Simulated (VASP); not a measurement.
Crystal: Ru.

```
Ru
1.0
     3.43885    0.00000    0.00000
    -1.71942    2.97813    0.00000
     0.00000    0.00000    4.64589
Ru
3
Direct
  0.31302 0.00000 0.33333
  0.00000 0.31302 0.66667
  0.68698 0.68698 0.00000
```

```yaml
Program: VASP 6.6.1
Task: relaxation of cell and atoms
Functional: PBE
Potentials_or_basis: VASP PAW PBE potentials, release 64 (Ru_pv)
Cutoff: 600 eV
k_mesh: 15 × 15 × 10
Occupations: gaussian, width 0.1 eV
Spin: no spin polarisation
```

At the start: pressure 0.4 GPa; volume 15.86 Å³/atom.

**Question.** Where does the relaxation end?

**Answer.** Over 18 steps the energy falls by 10.7 meV/atom and the volume is 15.83 Å³/atom (-0.2 %); space group P3_121 (No. 152, to 0.1 Å) before, Pm-3m (No. 221, to 0.1 Å).

The path:
| step | energy change (eV) | largest force (eV/Å) | pressure (GPa) | volume (Å³) |
| --- | --- | --- | --- | --- |
| 1 | 0.0000 | 0.1048 | 0.38 | 47.58 |
| 2 | -0.0017 | 0.0809 | -0.98 | 47.84 |
| 3 | -0.0018 | 0.0766 | -1.37 | 47.91 |
| 4 | -0.0025 | 0.0762 | -1.34 | 47.90 |
| 5 | -0.0047 | 0.0774 | -1.38 | 47.89 |
| 6 | -0.0093 | 0.0841 | -1.39 | 47.86 |
| 7 | -0.0188 | 0.0722 | -1.35 | 47.80 |
| 8 | -0.0306 | 0.0224 | -0.63 | 47.64 |
| 9 | -0.0307 | 0.0392 | -0.54 | 47.63 |
| 10 | -0.0307 | 0.0236 | -0.58 | 47.63 |
| 11 | -0.0307 | 0.0095 | 0.70 | 47.35 |
| 12 | -0.0310 | 0.0234 | 0.18 | 47.48 |
| 13 | -0.0310 | 0.0238 | -0.02 | 47.50 |
| 14 | -0.0310 | 0.0197 | 0.04 | 47.49 |
| 15 | -0.0312 | 0.0160 | 0.05 | 47.50 |
| 16 | -0.0316 | 0.0058 | 0.01 | 47.50 |
| 17 | -0.0320 | 0.0198 | -0.03 | 47.51 |
| 18 | -0.0321 | 0.0063 | 0.04 | 47.48 |

Final structure:
```
Ru
1.0
     3.54331    0.00000    0.00000
    -1.77166    3.06860    0.00000
     0.00000    0.00000    4.36712
Ru
3
Direct
  0.33273 0.00000 0.33333
  0.00000 0.33273 0.66667
  0.66727 0.66727 0.00000
```
